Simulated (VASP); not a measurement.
# AlGa2As3 (I-4m2) in VASP: relaxation of cell and atoms with PBE

Aim: the relaxation of cell and atoms of AlGa2As3 with PBE.

All numbers are computed with VASP 6.6.1; they aren't measurements. Logs are shortened: lines on timing, memory, paths and dates and some standing lists are left out, and cuts for length are marked.

**1. The cell of the first run**

The structure is tetragonal, space group I-4m2 (No. 119). The conventional cell has a = 4.064 Å, b = 4.064 Å, c = 17.171 Å, α = 90.00°, β = 90.00°, γ = 90.00°. Al (site symmetry -4m2) has 4 As at 2.48 Å within 3.3 Å. Within 3.3 Å of Ga (site symmetry 2mm) lie 4 As at 2.49 Å. Within 3.3 Å of As (site symmetry -4m2) lie 4 Ga at 2.49 Å. Within 3.3 Å of As (site symmetry 2mm) lie 2 Al at 2.48 Å and 2 Ga at 2.49 Å.

**2. Relaxation of cell and atoms, PBE**

The input, INCAR:

```
ALGO = Normal
EDIFF = 1E-7
EDIFFG = -0.01
ENCUT = 600
GGA = PE
IBRION = 2
ISIF = 3
ISMEAR = 0
KPAR = 2
LASPH = True
LCHARG = False
LREAL = False
LWAVE = False
NELM = 100
NSW = 100
PREC = Accurate
SIGMA = 0.02
```

The input, KPOINTS:

```
k-points
0
Gamma
  10 10 10
```

The input, POSCAR:

```
AlGa2As3
1.0
   -2.0319061589      2.0319061589      8.5852937638
    2.0319061589     -2.0319061589      8.5852937638
    2.0319061589      2.0319061589     -8.5852937638
Al Ga As
1 2 3
Direct
    0.0000000000      0.0000000000      0.0000000000
    0.6665710205      0.6665710205      0.0000000000
    0.3334289795      0.3334289795      0.0000000000
    0.2500000000      0.7500000000      0.5000000000
    0.9172390333      0.4172390333      0.5000000000
    0.5827609667      0.0827609667      0.5000000000
```

Potentials or basis: VASP PAW PBE potentials, release 64 (Al, Ga_d, As).

Command:

```sh
> cat potpaw_PBE.64/Al/POTCAR potpaw_PBE.64/Ga_d/POTCAR potpaw_PBE.64/As/POTCAR > POTCAR
> mpirun -np 2 vasp_std > vasp.out
```

OUTCAR:

```text
EDIFF = 1E-7
   EDIFFG = -0.01
   ENCUT = 600
   GGA = PE
   IBRION = 2
   ISIF = 3
   ISMEAR = 0
   LASPH = True
   LREAL = False
   NELM = 100
   NSW = 100
   PREC = Accurate

 ion  position               nearest neighbor table
   1  0.000  0.000  0.000-   6 2.48   5 2.48   6 2.48   5 2.48
   2  0.667  0.667  0.000-   4 2.49   4 2.49   6 2.49   6 2.49
   3  0.333  0.333  0.000-   4 2.49   4 2.49   5 2.49   5 2.49
   4  0.250  0.750  0.500-   2 2.49   3 2.49   3 2.49   2 2.49
   5  0.917  0.417  0.500-   1 2.48   1 2.48   3 2.49   3 2.49
   6  0.583  0.083  0.500-   1 2.48   1 2.48   2 2.49   2 2.49

  LATTYP: Found a body centered tetragonal cell.
 ALAT       =     4.0638123178
 C/A-ratio  =     4.2252412722

  Lattice vectors:

 A1 = (  -2.0319061589,   2.0319061589,   8.5852937638)
 A2 = (   2.0319061589,  -2.0319061589,   8.5852937638)
 A3 = (   2.0319061589,   2.0319061589,  -8.5852937638)

Analysis of symmetry for initial positions (statically):
=====================================================================
 Subroutine PRICEL returns:
 Original cell was already a primitive cell.

 Routine SETGRP: Setting up the symmetry group for a
 body centered tetragonal supercell.

 Subroutine GETGRP returns: Found  8 space group operations
 (whereof  8 operations were pure point group operations)
 out of a pool of 16 trial point group operations.

The static configuration has the point symmetry D_2d.

Analysis of symmetry for dynamics (positions and initial velocities):
=====================================================================
 Subroutine PRICEL returns:
 Original cell was already a primitive cell.

 Routine SETGRP: Setting up the symmetry group for a
 body centered tetragonal supercell.

 Subroutine GETGRP returns: Found  8 space group operations
 (whereof  8 operations were pure point group operations)
 out of a pool of 16 trial point group operations.

The dynamic configuration has the point symmetry D_2d.

 Subroutine INISYM returns: Found  8 space group operations
 (whereof  8 operations are pure point group operations),
 and found     1 'primitive' translations

----------------------------------------------------------------------------------------

                                     Primitive cell

  volume of cell :     141.7824

  direct lattice vectors                    reciprocal lattice vectors
    -2.031906159  2.031906159  8.585293764     0.000000000  0.246074356  0.058239125
     2.031906159 -2.031906159  8.585293764     0.246074356  0.000000000  0.058239125
     2.031906159  2.031906159 -8.585293764     0.246074356  0.246074356  0.000000000

  length of vectors
[... 102 lines left out ...]
   NUPDOWN=      -1.0000    fix difference up-down
   EMIN   =  10.00;   EMAX   =-10.00  energy-range for DOS
   EFERMI =   0.00;   METHOD = LEGACY
   ISMEAR =     0;   SIGMA  =   0.02  broadening in eV -4-tet -1-fermi 0-gaus
   EFERMI_NEDOS =   21; number of points for ismear=-14 and -15
   IALGO  =     38    algorithm
   IMIX   =      4    mixing-type and parameters
     AMIX     =   0.40;   BMIX     =  1.00
     AMIX_MAG =   1.60;   BMIX_MAG =  1.00
  volume/ion in A,a.u.               =      23.63       159.47
  Fermi-wavevector in a.u.,A,eV,Ry     =   1.108370  2.094516 16.714552  1.228485
  Thomas-Fermi vector in A             =   2.244897
   LORBIT       =      0    0 simple, 1 ext, 2 COOP (PROOUT), +10 PAW based schemes
   GGA     = PE    functional components
   LHFCALC =     F    Hartree Fock is set to
   AEXX    =    0.0000 exact exchange contribution
   IVDW    =     0    specifies the selected vdW correction
   LEPSILON=     F    determine dielectric tensor
   LRPA    =     F    only Hartree local field effects (RPA)
 conjugate gradient relaxation of ions
 non-spin polarized calculation
 Gauss-broadening in eV      SIGMA  =   0.02
  energy-cutoff  :      600.00
  volume of cell :      141.78
 maximum number of plane-waves:      4769
   NGX = 37   NGY = 37   NGZ = 37

--------------------------------------- Ionic step        1  -------------------------------------------

 number of electron      44.0000009 magnetization

 Free energy of the ion-electron system (eV)
  ---------------------------------------------------
  ext. energy  EPLUGINS =         0.00000000
  ---------------------------------------------------
  free energy    TOTEN  =       -25.92541949 eV

  energy without entropy =      -25.92541949  energy(sigma->0) =      -25.92541949

------------------------ aborting loop because EDIFF is reached ----------------------------------------

  FORCE on cell =-STRESS in cart. coord.  units (eV):
  Direction    XX          YY          ZZ          XY          YZ          ZX
  --------------------------------------------------------------------------------------
  -------------------------------------------------------------------------------------
  Total        0.1092990      0.1092990      0.2647676      0.0000000      0.0000000      0.0000000
  in kB        1.2351057      1.2351057      2.9919410      0.0000000      0.0000000      0.0000000
  external PRESSURE =       1.8207175 kB  Pullay stress =       0.0000000 kB
[... 187 lines left out ...]
--------------------------------------- Ionic step        6  -------------------------------------------

 number of electron      44.0000010 magnetization

 Free energy of the ion-electron system (eV)
  ---------------------------------------------------
  ext. energy  EPLUGINS =         0.00000000
  ---------------------------------------------------
  free energy    TOTEN  =       -25.92572617 eV

  energy without entropy =      -25.92572617  energy(sigma->0) =      -25.92572617

 E-fermi :   3.6122     XC(G=0):  -9.2050

 val. band max:        3.4914495666   @ k =   0.0000   0.0000   0.0000
 cond. band min:       4.1182926350   @ k =   0.0000   0.0000   0.0000
 fundamental gap:      0.6268430684
 Fermi energy:         3.6122492750

 k-point     1 :       0.0000    0.0000    0.0000
  band No.  band energies     occupation
      1     -11.1771      2.00000
      2     -11.1288      2.00000
      3     -11.0957      2.00000
      4     -11.0957      2.00000
      5     -11.0753      2.00000
      6     -11.0753      2.00000
[... 685 lines left out ...]
     25       6.9468      0.00000
     26       7.1320      0.00000

 [... further k-points ...]

------------------------ aborting loop because EDIFF is reached ----------------------------------------

  FORCE on cell =-STRESS in cart. coord.  units (eV):
  Direction    XX          YY          ZZ          XY          YZ          ZX
  --------------------------------------------------------------------------------------
  -------------------------------------------------------------------------------------
  Total       -0.0576445     -0.0576445      0.0449972      0.0000000      0.0000000      0.0000000
  in kB       -0.6492283     -0.6492283      0.5067862      0.0000000      0.0000000      0.0000000
  external PRESSURE =      -0.2638901 kB  Pullay stress =       0.0000000 kB
[... 21 lines left out ...]
  FREE ENERGIE OF THE ION-ELECTRON SYSTEM (eV)
  ---------------------------------------------------
  free  energy   TOTEN  =       -25.9257261684 eV

  energy  without entropy=      -25.9257261684  energy(sigma->0) =      -25.92572617

 reached required accuracy - stopping structural energy minimisation
```

OSZICAR:

```text
N       E                     dE             d eps       ncg     rms          rms(c)
DAV:   1     0.321426951565E+03    0.32143E+03   -0.21366E+04  5314   0.222E+03
DAV:   2     0.158160516507E+02   -0.30561E+03   -0.30021E+03  5878   0.490E+02
[... 44 lines left out ...]
   5 F= -.25925725E+02 E0= -.25925725E+02  d E =-.305820E-03
       N       E                     dE             d eps       ncg     rms          rms(c)
DAV:   1    -0.259257284000E+02   -0.31401E-05   -0.40624E-05  7200   0.898E-02    0.930E-03
DAV:   2    -0.259257265155E+02    0.18845E-05   -0.52777E-06  7264   0.376E-02    0.444E-03
DAV:   3    -0.259257261237E+02    0.39174E-06   -0.92531E-07  6602   0.133E-02    0.886E-04
DAV:   4    -0.259257261684E+02   -0.44632E-07   -0.14104E-07  2964   0.484E-03
   6 F= -.25925726E+02 E0= -.25925726E+02  d E =-.306680E-03
```

CONTCAR:

```text
AlGa2As3
   1.00000000000000
    -2.0334397479862334    2.0334397479862334    8.6009905016976944
     2.0334397479862334   -2.0334397479862334    8.6009905016976944
     2.0334397479862334    2.0334397479862334   -8.6009905016976944
  Al              Ga              As
     1     2     3
Direct
     0.0000000000000000    0.0000000000000000    0.0000000000000000
     0.6665702202518751    0.6665702202518751    0.0000000000000000
     0.3334297797481249    0.3334297797481249    0.0000000000000000
     0.2500000000000000    0.7500000000000000    0.5000000000000000
     0.9172488890872201    0.4172488890872202    0.5000000000000000
     0.5827511109127799    0.0827511109127799    0.5000000000000000

  0.00000000E+00  0.00000000E+00  0.00000000E+00
  0.00000000E+00  0.00000000E+00  0.00000000E+00
  0.00000000E+00  0.00000000E+00  0.00000000E+00
  0.00000000E+00  0.00000000E+00  0.00000000E+00
  0.00000000E+00  0.00000000E+00  0.00000000E+00
  0.00000000E+00  0.00000000E+00  0.00000000E+00
```

Run time: 21 min. Hardware: 2 MPI ranks of Intel Xeon 6975P-C (Granite Rapids), shared host; peak memory 1.1 GiB.

Results:

```yaml
Free_energy: -25.9257 eV
Relaxed_volume: 23.71 Å³/atom
Relaxed_cell: a = 9.069 Å, b = 9.069 Å, c = 9.069 Å, α = 154.09°, β = 154.09°, γ = 36.97°
Space_group_after_relaxing_to_0.1_Å: I-4m2 (No. 119)
Energy_gained_by_relaxing: 0.1 meV/atom
Ionic_steps: 6
Pressure_after_relaxing: 0.0 GPa
Band_gap_on_the_k_mesh: 0.63 eV
```

Forces on the atoms (eV/Å):
```
Al   0.000  0.000  0.000
Ga   0.000  0.000 -0.001
Ga   0.000  0.000  0.001
As   0.000  0.000  0.000
As   0.000  0.000  0.003
As   0.000  0.000 -0.003
```

Stress tensor (GPa, compression positive):
```
-0.06  0.00  0.00
 0.00 -0.06  0.00
 0.00  0.00  0.05
```

The path:
| step | energy change (eV) | largest force (eV/Å) | pressure (GPa) | volume (Å³) |
| --- | --- | --- | --- | --- |
| 1 | 0.0000 | 0.0041 | 0.18 | 141.78 |
| 2 | -0.0003 | 0.0024 | -0.07 | 142.33 |
| 3 | -0.0003 | 0.0027 | 0.01 | 142.24 |
| 4 | -0.0003 | 0.0026 | -0.04 | 142.28 |
| 5 | -0.0003 | 0.0026 | -0.03 | 142.27 |
| 6 | -0.0003 | 0.0027 | -0.03 | 142.26 |

Final structure:
```cif
data_structure
_symmetry_space_group_name_H-M 'P 1'
_symmetry_Int_Tables_number 1
_cell_length_a 9.0690
_cell_length_b 9.0690
_cell_length_c 9.0690
_cell_angle_alpha 154.086
_cell_angle_beta 154.086
_cell_angle_gamma 36.974
_cell_volume 142.26
loop_
_atom_site_label
_atom_site_type_symbol
_atom_site_fract_x
_atom_site_fract_y
_atom_site_fract_z
_atom_site_occupancy
Al1 Al 0.00000 0.00000 0.00000 1
Ga1 Ga 0.66657 0.66657 0.00000 1
Ga2 Ga 0.33343 0.33343 0.00000 1
As1 As 0.25000 0.75000 0.50000 1
As2 As 0.91725 0.41725 0.50000 1
As3 As 0.58275 0.08275 0.50000 1
```

Levels at points of the mesh, in eV from the valence-band top:
| k point | band 19 | band 20 | band 21 | band 22 | band 23 | band 24 | band 25 | band 26 |
| --- | --- | --- | --- | --- | --- | --- | --- | --- |
| (0.00, 0.00, 0.00) | -1.92 | -0.01 | 0.00 | 0.00 | 0.63 | 1.62 | 1.96 | 2.72 |
| (0.50, 0.00, 0.00) | -1.11 | -1.01 | -0.96 | -0.95 | 1.18 | 2.46 | 2.81 | 4.51 |
| (0.50, 0.50, 0.00) | -2.85 | -2.83 | -2.35 | -2.35 | 1.54 | 1.82 | 3.13 | 3.40 |
| (0.50, 0.50, 0.50) | -0.96 | -0.96 | -0.79 | -0.79 | 1.51 | 1.81 | 2.45 | 2.93 |

Caveat: semilocal functionals underestimate gaps, and a narrow one can read as zero.
